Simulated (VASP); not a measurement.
# Be2NiH (P4/mmm) in VASP: density of states with PBE

Aim: the density of states of Be2NiH with PBE.

All numbers are computed with VASP 6.6.1; they aren't measurements. Logs are shortened: lines on timing, memory, paths and dates and some standing lists are left out, and cuts for length are marked.

## Step 1: The cell of the first run

Symmetry: P4/mmm, No. 123, tetragonal system. Conventional cell: a = 3.586 Å, b = 3.586 Å, c = 2.540 Å, α = 90.00°, β = 90.00°, γ = 90.00°. Within 2.4 Å of Be (site symmetry mmm) lie 2 H at 1.79 Å and 4 Ni at 2.20 Å. Ni (site symmetry 4/mmm) has 8 Be at 2.20 Å and 2 Ni at 2.54 Å and 8 H at 2.84 Å within 2.9 Å. H (site symmetry 4/mmm) has 4 Be at 1.79 Å within 2.4 Å.

## Step 2: Density of states, PBE

The input, POSCAR:

```
Be2NiH
1.0
    3.5862007298      0.0000000000      0.0000000000
    0.0000000000      3.5862007298      0.0000000000
    0.0000000000      0.0000000000      2.5404763580
Be Ni H
2 1 1
Direct
    0.0000000000      0.5000000000      0.5000000000
    0.5000000000      0.0000000000      0.5000000000
    0.0000000000      0.0000000000      0.0000000000
    0.5000000000      0.5000000000      0.5000000000
```

The input, INCAR.step1:

```
PREC = Accurate
ENCUT = 520
EDIFF = 1E-6
ISMEAR = 0
SIGMA = 0.1
LREAL = F
LASPH = T
NELM = 100
ALGO = Normal
ISIF = 2
LWAVE = F
LCHARG = T
LMAXMIX = 4
GGA = PE
NBANDS = 16
```

The input, KPOINTS.step1:

```
regular mesh
0
Gamma
  14 14 18
```

The input, INCAR.step2:

```
PREC = Accurate
ENCUT = 520
EDIFF = 1E-6
ISMEAR = -5
SIGMA = 0.1
LREAL = F
LASPH = T
NELM = 100
ALGO = Normal
ISIF = 2
LWAVE = F
LCHARG = F
LMAXMIX = 4
GGA = PE
LORBIT = 10
NBANDS = 16
NEDOS = 2001
ICHARG = 11
```

The input, KPOINTS.step2:

```
regular mesh
0
Gamma
  21 21 27
```

Potentials or basis: VASP PAW PBE potentials, release 64 (Be, Ni, H).

On the command line:

```bash
> cat potpaw_PBE.64/Be/POTCAR potpaw_PBE.64/Ni/POTCAR potpaw_PBE.64/H/POTCAR > POTCAR
> cp INCAR.step1 INCAR
> cp KPOINTS.step1 KPOINTS
> mpirun -np 1 vasp_std > vasp.out
> cp INCAR.step2 INCAR
> cp KPOINTS.step2 KPOINTS
> mpirun -np 1 vasp_std > vasp.out
```

OUTCAR:

```text
PREC = Accurate
   ENCUT = 520
   EDIFF = 1E-6
   ISMEAR = -5
   LREAL = F
   LASPH = T
   NELM = 100
   ISIF = 2
   GGA = PE
   LORBIT = 10
   ICHARG = 11

 ion  position               nearest neighbor table
   1  0.000  0.500  0.500-   3 2.20   3 2.20   3 2.20   3 2.20
   2  0.500  0.000  0.500-   3 2.20   3 2.20   3 2.20   3 2.20
   3  0.000  0.000  0.000-   1 2.20   2 2.20   1 2.20   2 2.20   1 2.20   1 2.20   2 2.20   2 2.20

   4  0.500  0.500  0.500-

  LATTYP: Found a simple tetragonal cell.
 ALAT       =     3.5862007298
 C/A-ratio  =     0.7084032795

  Lattice vectors:

 A1 = (   3.5862007298,   0.0000000000,   0.0000000000)
 A2 = (   0.0000000000,   3.5862007298,   0.0000000000)
 A3 = (   0.0000000000,   0.0000000000,   2.5404763580)

Analysis of symmetry for initial positions (statically):
=====================================================================
 Subroutine PRICEL returns:
 Original cell was already a primitive cell.

 Routine SETGRP: Setting up the symmetry group for a
 simple tetragonal supercell.

 Subroutine GETGRP returns: Found 16 space group operations
 (whereof 16 operations were pure point group operations)
 out of a pool of 16 trial point group operations.

The static configuration has the point symmetry D_4h.

Analysis of symmetry for dynamics (positions and initial velocities):
=====================================================================
 Subroutine PRICEL returns:
 Original cell was already a primitive cell.

 Routine SETGRP: Setting up the symmetry group for a
 simple tetragonal supercell.

 Subroutine GETGRP returns: Found 16 space group operations
 (whereof 16 operations were pure point group operations)
 out of a pool of 16 trial point group operations.

The dynamic configuration has the point symmetry D_4h.

 Subroutine INISYM returns: Found 16 space group operations
 (whereof 16 operations are pure point group operations),
 and found     1 'primitive' translations

----------------------------------------------------------------------------------------

                                     Primitive cell

  volume of cell :      32.6726

  direct lattice vectors                    reciprocal lattice vectors
     3.586200730  0.000000000  0.000000000     0.278846633  0.000000000  0.000000000
     0.000000000  3.586200730  0.000000000     0.000000000  0.278846633  0.000000000
     0.000000000  0.000000000  2.540476358     0.000000000  0.000000000  0.393626966

  length of vectors
     3.586200730  3.586200730  2.540476358     0.278846633  0.278846633  0.393626966

  position of ions in fractional coordinates (direct lattice)
     0.000000000  0.500000000  0.500000000
     0.500000000  0.000000000  0.500000000
     0.000000000  0.000000000  0.000000000
     0.500000000  0.500000000  0.500000000

  ion indices of the primitive-cell ions
   primitive index   ion index
                 1           1
                 2           2
                 3           3
                 4           4

----------------------------------------------------------------------------------------

 KPOINTS: regular mesh

Automatic generation of k-mesh.
 Grid dimensions read from file:
 generate k-points for:   21   21   27

 Generating k-lattice:

  Cartesian coordinates                     Fractional coordinates (reciprocal lattice)
     0.013278411  0.000000000  0.000000000     0.047619048  0.000000000  0.000000000
     0.000000000  0.013278411  0.000000000     0.000000000  0.047619048  0.000000000
     0.000000000  0.000000000  0.014578777     0.000000000  0.000000000  0.037037037

  Length of vectors
     0.013278411  0.013278411  0.014578777

  Shift w.r.t. Gamma in fractional coordinates (k-lattice)
     0.000000000  0.000000000  0.000000000

 TETIRR: Found  17812 inequivalent tetrahedra from    71442

 Subroutine IBZKPT returns following result:
 ===========================================

 Found    924 irreducible k-points:

 Following reciprocal coordinates:
            Coordinates               Weight
  0.000000  0.000000  0.000000      1.000000
  0.047619  0.000000  0.000000      4.000000
  0.095238  0.000000  0.000000      4.000000
  0.142857  0.000000  0.000000      4.000000
  0.190476  0.000000  0.000000      4.000000
  0.238095  0.000000  0.000000      4.000000
[... 16 lines left out ...]
  0.142857  0.095238  0.000000      8.000000
  0.190476  0.095238  0.000000      8.000000
 [... further k-points ...]
   k-points           NKPTS =    924   k-points in BZ     NKDIM =    924   number of bands    NBANDS=     16
   number of dos      NEDOS =   2001   number of ions     NIONS =      4
   total plane-waves  NPLWV =  15680
   dimension x,y,z NGX =    28 NGY =   28 NGZ =   20
   dimension x,y,z NGXF=    56 NGYF=   56 NGZF=   40
   ions per type =               2   1   1
   NGX,Y,Z   is equivalent  to a cutoff of  12.98, 12.98, 13.09 a.u.
   NGXF,Y,Z  is equivalent  to a cutoff of  25.96, 25.96, 26.18 a.u.
 SYSTEM =  unknown system
   PREC   = accura    normal or accurate (medium, high low for compatibility)
   ISTART =      0    job   : 0-new  1-cont  2-samecut
   ICHARG =     11    charge: 1-file 2-atom 10-const
   ISPIN  =      1    spin polarized calculation?
   LNONCOLLINEAR =      F non collinear calculations
   LSORBIT =      F    spin-orbit coupling
   LASPH  =      T    aspherical Exc in radial PAW
   ENCUT  =  520.0 eV  38.22 Ry    6.18 a.u.   6.67  6.67  4.72*2*pi/ulx,y,z
   NELM   =    100;   NELMIN=  2; NELMDL=  0     # of ELM steps
   EDIFF  = 0.1E-05   stopping-criterion for ELM
   LREAL  =      F    real-space projection
   EDIFFG = 0.1E-04   stopping-criterion for IOM
   NSW    =      0    number of steps for IOM
   IBRION =     -1    ionic relax: 0-MD 1-quasi-New 2-CG
   NFREE  =      0    steps in history (QN), initial steepest desc. (CG)
   ISIF   =      2    stress and relaxation
   ISYM   =      2    0-nonsym 1-usesym 2-fastsym
   POTIM  = 0.5000    time-step for ionic-motion
   TEBEG  =    0.0;   TEEND  =   0.0 temperature during run
   PSTRESS=    0.0 pullay stress
   NELECT =      15.0000    total number of electrons
   NUPDOWN=      -1.0000    fix difference up-down
   EMIN   =  10.00;   EMAX   =-10.00  energy-range for DOS
   EFERMI =   0.00;   METHOD = LEGACY
   ISMEAR =    -5;   SIGMA  =   0.10  broadening in eV -4-tet -1-fermi 0-gaus
   EFERMI_NEDOS =   21; number of points for ismear=-14 and -15
   IALGO  =     38    algorithm
   IMIX   =      4    mixing-type and parameters
     AMIX     =   0.40;   BMIX     =  1.00
     AMIX_MAG =   1.60;   BMIX_MAG =  1.00
  volume/ion in A,a.u.               =       8.17        55.12
  Fermi-wavevector in a.u.,A,eV,Ry     =   1.262924  2.386580 21.700972  1.594976
  Thomas-Fermi vector in A             =   2.396307
   LORBIT       =     10    0 simple, 1 ext, 2 COOP (PROOUT), +10 PAW based schemes
   GGA     = PE    functional components
   LHFCALC =     F    Hartree Fock is set to
   AEXX    =    0.0000 exact exchange contribution
   IVDW    =     0    specifies the selected vdW correction
   LEPSILON=     F    determine dielectric tensor
   LRPA    =     F    only Hartree local field effects (RPA)
 non-spin polarized calculation
 Fermi weights with tetrahedron method with Bloechl corrections
  energy-cutoff  :      520.00
  volume of cell :       32.67
 maximum number of plane-waves:       899
 NGX is ok and might be reduce to    28

 number of electron      15.0000010 magnetization

 Free energy of the ion-electron system (eV)
  ---------------------------------------------------
  ext. energy  EPLUGINS =         0.00000000
  ---------------------------------------------------
  free energy    TOTEN  =       -15.82555661 eV

  energy without entropy =      -15.82555661  energy(sigma->0) =      -15.82555661

 E-fermi :   5.9492     XC(G=0): -11.0748

 val. band max:        6.0071110397   @ k =   0.0000   0.0000   0.1111
 cond. band min:       5.9468696607   @ k =   0.2857   0.0952   0.4815
 fundamental gap:     -0.0602413790
 Fermi energy:         5.9492286998

 k-point     1 :       0.0000    0.0000    0.0000
  band No.  band energies     occupation
      1      -4.1264      2.00000
      2       2.5850      2.00000
      3       2.7675      2.00000
      4       4.1739      2.00000
      5       4.5933      2.00000
      6       4.5933      2.00000
[... 8 lines left out ...]
     15      19.5128      0.00000
     16      20.8803      0.00000

 k-point     2 :       0.0476    0.0000    0.0000
  band No.  band energies     occupation
      1      -4.1044      2.00000
      2       2.5515      2.00000
      3       2.7611      2.00000
      4       4.1410      2.00000
      5       4.5887      2.00000
      6       4.5935      2.00000
[... 8 lines left out ...]
     15      19.4956      0.00000
     16      21.0520      0.00000

 k-point     3 :       0.0952    0.0000    0.0000
  band No.  band energies     occupation
      1      -4.0383      2.00000
      2       2.4206      2.00000
      3       2.7540      2.00000
      4       4.0601      2.00000
      5       4.4401      2.00000
      6       4.5756      2.00000
[... 8 lines left out ...]
     15      19.4428      0.00000
     16      21.5307      0.00000

 k-point     4 :       0.1429    0.0000    0.0000
  band No.  band energies     occupation
      1      -3.9286      2.00000
      2       2.1443      2.00000
      3       2.7571      2.00000
      4       3.9607      2.00000
      5       4.1024      2.00000
      6       4.5551      2.00000
[... 8 lines left out ...]
     15      19.5888      0.00000
     16      22.2390      0.00000

 k-point     5 :       0.1905    0.0000    0.0000
  band No.  band energies     occupation
      1      -3.7756      2.00000
      2       1.7231      2.00000
      3       2.7663      2.00000
      4       3.8608      2.00000
      5       3.9109      2.00000
      6       4.5294      2.00000
[... 8 lines left out ...]
     15      19.9968      0.00000
     16      23.1050      0.00000

 k-point     6 :       0.2381    0.0000    0.0000
  band No.  band energies     occupation
      1      -3.5801      2.00000
      2       1.2109      2.00000
      3       2.7766      2.00000
      4       3.7694      2.00000
      5       3.8358      2.00000
      6       4.5007      2.00000
[... 8 lines left out ...]
     15      20.4473      0.00000
     16      24.0760      0.00000
[... 267 lines left out ...]
 k-point    21 :       0.4762    0.0476    0.0000
  band No.  band energies     occupation
      1      -2.1245      2.00000
      2      -1.2232      2.00000
      3       2.7956      2.00000
      4       3.5153      2.00000
      5       3.9579      2.00000
      6       4.3993      2.00000
[... 8 lines left out ...]
     15      21.7400      0.00000
     16      22.3544      0.00000

 k-point    22 :       0.0952    0.0952    0.0000
  band No.  band energies     occupation
      1      -3.9511      2.00000
      2       2.3004      2.00000
      3       2.7089      2.00000
      4       3.8044      2.00000
      5       4.5501      2.00000
      6       4.5750      2.00000
[... 8 lines left out ...]
     15      19.3843      0.00000
     16      22.1383      0.00000

 k-point    23 :       0.1429    0.0952    0.0000
  band No.  band energies     occupation
      1      -3.8423      2.00000
      2       2.0638      2.00000
      3       2.6943      2.00000
      4       3.6533      2.00000
      5       4.4018      2.00000
      6       4.5558      2.00000
[... 8 lines left out ...]
     15      19.5154      0.00000
     16      22.7642      0.00000

 k-point    24 :       0.1905    0.0952    0.0000
  band No.  band energies     occupation
      1      -3.6907      2.00000
      2       1.6790      2.00000
      3       2.7028      2.00000
      4       3.5567      2.00000
      5       4.2254      2.00000
      6       4.5302      2.00000
[... 8 lines left out ...]
     15      19.8468      0.00000
     16      23.4972      0.00000

 [... further k-points ...]

------------------------ aborting loop because EDIFF is reached ----------------------------------------

  FORCE on cell =-STRESS in cart. coord.  units (eV):
  Direction    XX          YY          ZZ          XY          YZ          ZX
  --------------------------------------------------------------------------------------
  -------------------------------------------------------------------------------------
  Total       -0.1186645     -0.1186645      0.0400557      0.0000000     -0.0000000      0.0000000
  in kB       -5.8189833     -5.8189833      1.9642226      0.0000000     -0.0000000      0.0000000
  external PRESSURE =      -3.2245813 kB  Pullay stress =       0.0000000 kB

 VOLUME and BASIS-vectors are now :
 -----------------------------------------------------------------------------
  energy-cutoff  :      520.00
  volume of cell :       32.67
      direct lattice vectors                 reciprocal lattice vectors
     3.586200730  0.000000000  0.000000000     0.278846633  0.000000000  0.000000000
     0.000000000  3.586200730  0.000000000     0.000000000  0.278846633  0.000000000
     0.000000000  0.000000000  2.540476358     0.000000000  0.000000000  0.393626966

 POSITION                                       TOTAL-FORCE (eV/Angst)
 -----------------------------------------------------------------------------------
      0.00000      1.79310      1.27024         0.000000      0.000000      0.000000
      1.79310      0.00000      1.27024         0.000000      0.000000      0.000000
      0.00000      0.00000      0.00000         0.000000      0.000000      0.000000
      1.79310      1.79310      1.27024         0.000000      0.000000      0.000000
 -----------------------------------------------------------------------------------
    total drift:                                0.000000     -0.000000     -0.000000

  FREE ENERGIE OF THE ION-ELECTRON SYSTEM (eV)
  ---------------------------------------------------
  free  energy   TOTEN  =       -15.8255566100 eV

  energy  without entropy=      -15.8255566100  energy(sigma->0) =      -15.82555661

 total charge

# of ion       s       p       d       tot
------------------------------------------
    1        0.425   0.625   0.000   1.050
    2        0.425   0.625   0.000   1.050
    3        0.583   0.566   8.436   9.586
    4        0.485   0.014   0.000   0.500
--------------------------------------------------
tot          1.919   1.830   8.436  12.185
```

Wall time 8.5 min (1 thread of AMD EPYC 7R13, shared host); peak memory 0.58 GiB.

Results:

```yaml
Valence_electrons_inside_the_program's_atomic_spheres: Be 1.05; Ni 9.59; H 0.50
```

Caveat: tetrahedron occupations give inexact forces and stress in metals. Spin polarisation is off, so any magnetic state and its effect on volume and gap are missing.
